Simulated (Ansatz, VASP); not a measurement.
**Zr in VASP and in Ansatz**

Contents of INCAR:

```
PREC = Accurate
ENCUT = 400
EDIFF = 1E-8
ISMEAR = -1
SIGMA = 0.05
LREAL = F
LASPH = T
NELM = 120
ALGO = Normal
ISIF = 2
LWAVE = F
LCHARG = F
GGA = PE
LEFG = T
NBANDS = 19
GGA_COMPAT = F
```

File KPOINTS:

```
regular mesh
0
Gamma
  10 10 10
```

POSCAR

```
Zr
1.0
    0.0000000000      3.0962301534      3.0962301534
    3.0962301534      0.0000000000      3.0962301534
    3.0962301534      3.0962301534      0.0000000000
Zr
2
Direct
    0.0000000000      0.0000000000      0.0000000000
    0.2500000000      0.2500000000      0.2500000000
```

Input for Ansatz:

```yaml
crystal:
  lattice:
    - [0.0, 3.0962301534, 3.0962301534]
    - [3.0962301534, 0.0, 3.0962301534]
    - [3.0962301534, 3.0962301534, 0.0]
  atoms:
    - { symbol: Zr, position: [0.0, 0.0, 0.0] }
    - { symbol: Zr, position: [0.25, 0.25, 0.25] }
kpoints:
  mp_grid: { grid: [10, 10, 10] }
scf:
  occupations: { method: fermi_dirac, width: 0.05 }
hamiltonian:
  xc: pbe
  pseudopotentials: { kind: all_electron, datasets: crystal }
output:
  forces: true
  stress: true
  eigenvalues: true
  efg: { contact_densities: true }
```

Change from the starting cell: volume scaled by 0.96, crystal datasets.

Alike in both runs: task electric field gradients; functional PBE; k mesh 10 × 10 × 10; occupations fermi-dirac, width 0.05 eV; no spin polarisation.

|  | VASP | Ansatz |
| --- | --- | --- |
| version | VASP 6.6.1 | Ansatz 0.2.0 |
| potentials or method | VASP PAW PBE potentials, release 64 (Zr_sv), cutoff 400 eV | all-electron PAW with datasets made for the crystal, scalar-relativistic |

|  | VASP | Ansatz | Ansatz less VASP |
| --- | --- | --- | --- |
| pressure (GPa) | 1.6 | 1.6 | +0.08 |

Ansatz ran all-electron here, and VASP with PAW potentials.
